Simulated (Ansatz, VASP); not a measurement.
## Two plane-wave programs on KF

```xyz
4
Lattice="3.5377 0.0000 0.0000 -1.7688 3.0637 0.0000 0.0000 0.0000 6.4788" Properties=species:S:1:pos:R:3 pbc="T T T"
K     0.0000    0.0000    0.0000
K     0.0000    0.0000    3.2394
F     0.0000    2.0425    1.6197
F     1.7688    1.0212    4.8591
```

Change from the starting cell: biaxial_xy strain -3.3%.

Alike in both runs: task single point; functional r2SCAN; k mesh 12 × 12 × 4; no spin polarisation.

|  | VASP | Ansatz |
| --- | --- | --- |
| version | VASP 6.6.1 | Ansatz 0.2.0 |
| potentials or method | VASP PAW PBE potentials, release 64 (K_sv, F) | plane waves, PAW |
| plane-wave cutoff (eV) | 520 | 500 |
| occupations | gaussian, width 0.01 eV | fixed |
| valence electrons in the cell | 32 | 32 |

```csv
,VASP,Ansatz,Ansatz less VASP
gap on the k mesh at the Fermi level (eV),7.18,7.18,+0.002
pressure (GPa),2.6,2.6,-0.01
"traceless stress, the component that is largest in VASP (GPa)",-0.78,-0.82,-0.032
```

VASP's potentials were made for PBE, not for r2SCAN.
